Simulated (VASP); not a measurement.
The system is Pd.

```
CELL_PARAMETERS angstrom
-1.57228 1.57228 1.57228
1.57228 -1.57228 1.57228
1.57228 1.57228 -1.57228
ATOMIC_POSITIONS crystal
Pd 0.00000 0.00000 0.00000
```

| Property | Result |
| --- | --- |
| Program | VASP 6.6.1 |
| Task | relaxation of cell and atoms |
| Functional | PBEsol |
| Potentials or basis | VASP PAW PBE potentials, release 64 (Pd) |
| Cutoff | 600 eV |
| k mesh | 12 × 12 × 12 |
| Occupations | fermi-dirac, width 0.05 eV |
| Spin | no spin polarisation |

At the start: pressure -10.3 GPa; volume 15.55 Å³/atom.

Problem. Where does the relaxation end?

Solution. Over 4 steps the energy falls by 31.4 meV/atom and the volume is 14.63 Å³/atom (-5.9 %); space group Im-3m (No. 229, to 0.05 Å).

The path:
```csv
step,energy change (eV),largest force (eV/Å),pressure (GPa),volume (Å³)
1,0.0000,0.0000,-10.30,15.55
2,0.0462,0.0000,22.20,13.41
3,-0.0314,0.0000,-0.32,14.65
4,-0.0314,0.0000,0.00,14.63
```

Final structure:
```
Pd
1.0
    -1.54088    1.54088    1.54088
     1.54088   -1.54088    1.54088
     1.54088    1.54088   -1.54088
Pd
1
Direct
  0.00000 0.00000 0.00000
```

Caveat: the PAW data sets were made with another functional, which shifts forces and pressure a little.
